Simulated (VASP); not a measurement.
# BaAlGe (P-6m2) in VASP: a series of runs

Runs on BaAlGe. Level: LDA. Tasks: single point, relaxation of cell and atoms.

All numbers are computed with VASP 6.6.1; they aren't measurements. Logs are shortened: lines on timing, memory, paths and dates and some standing lists are left out, and cuts for length are marked.

### 1 The cell of the first run

Symmetry: P-6m2, No. 187, hexagonal system. Conventional cell: a = 4.298 Å, b = 4.298 Å, c = 4.984 Å, α = 90.00°, β = 90.00°, γ = 120.00°. Ba (site symmetry -6m2) has 6 Al at 3.52 Å and 6 Ge at 3.52 Å and 6 Ba at 4.30 Å within 4.6 Å. Within 3.3 Å of Al (site symmetry -6m2) lie 3 Ge at 2.48 Å. Ge (site symmetry -6m2) has 3 Al at 2.48 Å within 3.3 Å.

### 2 Single point, LDA

The input, INCAR:

```
PREC = Accurate
ENCUT = 500
EDIFF = 1E-6
ISMEAR = 1
SIGMA = 0.05
LREAL = False
LASPH = True
NELM = 120
ALGO = Normal
ISIF = 2
LWAVE = False
LCHARG = False
GGA = CA
NBANDS = 20
GGA_COMPAT = False
```

The input, KPOINTS:

```
regular mesh
0
Gamma
  5 5 4
```

The input, POSCAR:

```
BaAlGe
1.0
    4.2975848366      0.0000000000      0.0000000000
   -2.1487924183      3.7218176434      0.0000000000
    0.0000000000      0.0000000000      4.9835868145
Ba Al Ge
1 1 1
Direct
    0.0000000000      0.0000000000      0.0000000000
    0.6666666667      0.3333333333      0.5000000000
    0.3333333333      0.6666666667      0.5000000000
```

Potentials or basis: VASP PAW LDA potentials, release 64 (Ba_sv, Al, Ge_d).

The run is started by

```sh
$ cat potpaw_LDA.64/Ba_sv/POTCAR potpaw_LDA.64/Al/POTCAR potpaw_LDA.64/Ge_d/POTCAR > POTCAR
$ mpirun -np 1 vasp_std > vasp.out
```

OUTCAR:

```text
PREC = Accurate
   ENCUT = 500
   EDIFF = 1E-6
   ISMEAR = 1
   LREAL = False
   LASPH = True
   NELM = 120
   ISIF = 2
   GGA = CA

 ion  position               nearest neighbor table
   1  0.000  0.000  0.000-   2 3.52   3 3.52   2 3.52   3 3.52   3 3.52   3 3.52   2 3.52   2 3.52
                             2 3.52   2 3.52   3 3.52   3 3.52
   2  0.667  0.333  0.500-   3 2.48   3 2.48   3 2.48   1 3.52   1 3.52   1 3.52   1 3.52   1 3.52
                             1 3.52
   3  0.333  0.667  0.500-   2 2.48   2 2.48   2 2.48   1 3.52   1 3.52   1 3.52   1 3.52   1 3.52
                             1 3.52

  LATTYP: Found a hexagonal cell.
 ALAT       =     4.2975848366
 C/A-ratio  =     1.1596249996

  Lattice vectors:

 A1 = (   4.2975848366,   0.0000000000,   0.0000000000)
 A2 = (  -2.1487924183,   3.7218176434,   0.0000000000)
 A3 = (   0.0000000000,   0.0000000000,   4.9835868145)

Analysis of symmetry for initial positions (statically):
=====================================================================
 Subroutine PRICEL returns:
 Original cell was already a primitive cell.

 Routine SETGRP: Setting up the symmetry group for a
 hexagonal supercell.

 Subroutine GETGRP returns: Found 12 space group operations
 (whereof 12 operations were pure point group operations)
 out of a pool of 24 trial point group operations.

The static configuration has the point symmetry D_3h.

Analysis of symmetry for dynamics (positions and initial velocities):
=====================================================================
 Subroutine PRICEL returns:
 Original cell was already a primitive cell.

 Routine SETGRP: Setting up the symmetry group for a
 hexagonal supercell.

 Subroutine GETGRP returns: Found 12 space group operations
 (whereof 12 operations were pure point group operations)
 out of a pool of 24 trial point group operations.

The dynamic configuration has the point symmetry D_3h.

 Subroutine INISYM returns: Found 12 space group operations
 (whereof 12 operations are pure point group operations),
 and found     1 'primitive' translations

----------------------------------------------------------------------------------------

                                     Primitive cell

  volume of cell :      79.7116

  direct lattice vectors                    reciprocal lattice vectors
     4.297584837  0.000000000  0.000000000     0.232688833  0.134342960  0.000000000
    -2.148792418  3.721817643  0.000000000     0.000000000  0.268685921  0.000000000
[... 77 lines left out ...]
   EDIFF  = 0.1E-05   stopping-criterion for ELM
   LREAL  =      F    real-space projection
   EDIFFG = 0.1E-04   stopping-criterion for IOM
   NSW    =      0    number of steps for IOM
   IBRION =     -1    ionic relax: 0-MD 1-quasi-New 2-CG
   NFREE  =      0    steps in history (QN), initial steepest desc. (CG)
   ISIF   =      2    stress and relaxation
   ISYM   =      2    0-nonsym 1-usesym 2-fastsym
   POTIM  = 0.5000    time-step for ionic-motion
   TEBEG  =    0.0;   TEEND  =   0.0 temperature during run
   PSTRESS=    0.0 pullay stress
   NELECT =      27.0000    total number of electrons
   NUPDOWN=      -1.0000    fix difference up-down
   EMIN   =  10.00;   EMAX   =-10.00  energy-range for DOS
   EFERMI =   0.00;   METHOD = LEGACY
   ISMEAR =     1;   SIGMA  =   0.05  broadening in eV -4-tet -1-fermi 0-gaus
   EFERMI_NEDOS =   21; number of points for ismear=-14 and -15
   IALGO  =     38    algorithm
   IMIX   =      4    mixing-type and parameters
     AMIX     =   0.40;   BMIX     =  1.00
     AMIX_MAG =   1.60;   BMIX_MAG =  1.00
  volume/ion in A,a.u.               =      26.57       179.31
  Fermi-wavevector in a.u.,A,eV,Ry     =   1.141184  2.156524 17.718870  1.302300
  Thomas-Fermi vector in A             =   2.277884
   LORBIT       =      0    0 simple, 1 ext, 2 COOP (PROOUT), +10 PAW based schemes
   GGA     = CA    functional components
   LHFCALC =     F    Hartree Fock is set to
   AEXX    =    0.0000 exact exchange contribution
   IVDW    =     0    specifies the selected vdW correction
   LEPSILON=     F    determine dielectric tensor
   LRPA    =     F    only Hartree local field effects (RPA)
 non-spin polarized calculation
 Methfessel and Paxton  Order N= 1 SIGMA  =   0.05
  energy-cutoff  :      500.00
  volume of cell :       79.71
 maximum number of plane-waves:      2042
 NGX is ok and might be reduce to    32
   NGX = 15   NGY = 15   NGZ = 19

 number of electron      27.0000004 magnetization

 Free energy of the ion-electron system (eV)
  ---------------------------------------------------
  ext. energy  EPLUGINS =         0.00000000
  ---------------------------------------------------
  free energy    TOTEN  =       -13.19875330 eV

  energy without entropy =      -13.19833844  energy(sigma->0) =      -13.19861501

 E-fermi :   4.2909     XC(G=0):  -9.7607

 val. band max:        4.1630663223   @ k =   0.2000   0.2000   0.5000
 cond. band min:       4.3128007337   @ k =   0.2000  -0.0000   0.0000
 fundamental gap:      0.1497344113
 Fermi energy:         4.2908990958

 k-point     1 :       0.0000    0.0000    0.0000
  band No.  band energies     occupation
      1     -23.3503      2.00000
      2     -19.9896      2.00000
      3     -19.9896      2.00000
      4     -19.9607      2.00000
      5     -19.9537      2.00000
      6     -19.9537      2.00000
[... 334 lines left out ...]
     19       9.3729      0.00000
     20       9.7657      0.00000

------------------------ aborting loop because EDIFF is reached ----------------------------------------

  FORCE on cell =-STRESS in cart. coord.  units (eV):
  Direction    XX          YY          ZZ          XY          YZ          ZX
  --------------------------------------------------------------------------------------
  -------------------------------------------------------------------------------------
  Total        0.1891558      0.1891558      0.2452261      0.0000000     -0.0000000      0.0000000
  in kB        3.8019693      3.8019693      4.9289655      0.0000000     -0.0000000      0.0000000
  external PRESSURE =       4.1776347 kB  Pullay stress =       0.0000000 kB

 VOLUME and BASIS-vectors are now :
 -----------------------------------------------------------------------------
  energy-cutoff  :      500.00
  volume of cell :       79.71
      direct lattice vectors                 reciprocal lattice vectors
     4.297584837  0.000000000  0.000000000     0.232688833  0.134342960  0.000000000
    -2.148792418  3.721817643  0.000000000     0.000000000  0.268685921  0.000000000
     0.000000000  0.000000000  4.983586814     0.000000000  0.000000000  0.200658690

 POSITION                                       TOTAL-FORCE (eV/Angst)
 -----------------------------------------------------------------------------------
      0.00000      0.00000      0.00000        -0.000000     -0.000000      0.000000
      2.14879      1.24061      2.49179         0.000000      0.000000      0.000000
     -0.00000      2.48121      2.49179        -0.000000      0.000000      0.000000
 -----------------------------------------------------------------------------------
    total drift:                               -0.000001      0.000000     -0.000000

  FREE ENERGIE OF THE ION-ELECTRON SYSTEM (eV)
  ---------------------------------------------------
  free  energy   TOTEN  =       -13.1987533028 eV

  energy  without entropy=      -13.1983384350  energy(sigma->0) =      -13.19861501
```

stdout:

```text
POSCAR found type information on POSCAR BaAlGe
 POSCAR found :  3 types and       3 ions
 scaLAPACK will be used
 LDA part: xc-table for (Slater(with rela. corr.)+CA(PZ))
 , standard interpolation
 POSCAR, INCAR and KPOINTS ok, starting setup
 FFT: planning ... GRIDC
 FFT: planning ... GRID_SOFT
 FFT: planning ... GRID
 WAVECAR not read
 entering main loop
```

Wall time 8.7 s (1 thread of Intel Xeon 6975P-C (Granite Rapids), shared host); peak memory 0.17 GiB.

What came out:

```yaml
Free_energy: -13.1988 eV
Pressure: 0.4 GPa
Band_gap_on_the_k_mesh: zero (an odd number of electrons rules out a gap without spin polarisation)
```

Levels at points of the mesh, in eV from the Fermi level:
```tsv
k point	band 10	band 11	band 12	band 13	band 14	band 15	band 16	band 17
(0.00, 0.00, 0.00)	-10.05	-1.25	-1.25	-1.25	-0.55	0.32	2.88	2.88
(0.00, 0.00, 0.50)	-9.07	-3.59	-0.90	-0.90	0.69	1.40	1.40	2.19
```

Caveat: spin-orbit coupling is left out, which moves the levels of the heavy elements.

### 3 Relaxation of cell and atoms, LDA

This run uses another cell than the first one, of 28.59 Å³/atom.

The input, INCAR:

```
SYSTEM = BaAlGe
ALGO = Normal
EDIFF = 1E-7
EDIFFG = -0.03
ENCUT = 500
GGA = CA
GGA_COMPAT = .False.
IBRION = 2
ISIF = 3
ISMEAR = 1
LASPH = .True.
LCHARG = .False.
LREAL = .False.
LWAVE = .False.
NELM = 120
NELMIN = 4
NSW = 80
PREC = Accurate
SIGMA = 0.05
```

The input, KPOINTS:

```
k-points
0
Gamma
  5 5 4
  0 0 0
```

The input, POSCAR:

```
BaAlGe
1.0
    4.3526200000      0.0000000000      0.0000000000
   -2.1763100000      3.7694794930      0.0000000000
    0.0000000000      0.0000000000      5.2277700000
Ba Al Ge
1 1 1
Direct
    0.0000000000      0.0000000000      0.0000000000
    0.6666666667      0.3333333333      0.5000000000
    0.3333333333      0.6666666667      0.5000000000
```

Potentials or basis: VASP PAW LDA potentials, release 64 (Ba_sv, Al, Ge_d).

The run is started by

```sh
$ cat potpaw_LDA.64/Ba_sv/POTCAR potpaw_LDA.64/Al/POTCAR potpaw_LDA.64/Ge_d/POTCAR > POTCAR
$ mpirun -np 1 vasp_std > vasp.out
```

It took 38 s on 1 thread of Intel Xeon 6975P-C (Granite Rapids), shared host; peak memory 0.18 GiB.

The run converged. Its results:

| Property | Result |
| --- | --- |
| Free energy | -13.2003 eV |
| Relaxed volume | 26.75 Å³/atom |
| Relaxed cell | a = 4.303 Å, b = 4.303 Å, c = 5.006 Å, α = 90.00°, β = 90.00°, γ = 120.00° |
| Space group after relaxing (to 0.1 Å) | P-6m2 (No. 187) |
| Energy gained by relaxing | 19.0 meV/atom |
| Ionic steps | 5 |
| Pressure after relaxing | 0.0 GPa |
| Band gap on the k mesh | zero (an odd number of electrons rules out a gap without spin polarisation) |

Step by step:
| step | energy change (eV) | largest force (eV/Å) | pressure (GPa) | volume (Å³) |
| --- | --- | --- | --- | --- |
| 1 | 0.0000 | 0.0000 | -2.81 | 85.77 |
| 2 | -0.0496 | 0.0000 | 0.66 | 79.69 |
| 3 | -0.0509 | 0.0000 | 0.16 | 80.46 |
| 4 | -0.0560 | 0.0000 | 0.09 | 80.35 |
| 5 | -0.0571 | 0.0000 | 0.04 | 80.26 |

Final structure:
```yaml
crystal:
  lattice:
    - [4.30280, 0.00000, 0.00000]
    - [-2.15140, 3.72633, 0.00000]
    - [0.00000, 0.00000, 5.00597]
  atoms:
    - { symbol: Ba, position: [0.00000, 0.00000, 0.00000] }
    - { symbol: Al, position: [0.66667, 0.33333, 0.50000] }
    - { symbol: Ge, position: [0.33333, 0.66667, 0.50000] }
```

Levels at points of the mesh, in eV from the Fermi level:
```tsv
k point	band 11	band 12	band 13	band 14	band 15	band 16
(0.00, 0.00, 0.00)	-1.27	-1.23	-1.23	-0.56	0.31	2.87
(0.00, 0.00, 0.50)	-3.58	-0.89	-0.89	0.66	1.42	1.42
```

Caveat: spin-orbit coupling is left out, which moves the levels of the heavy elements.
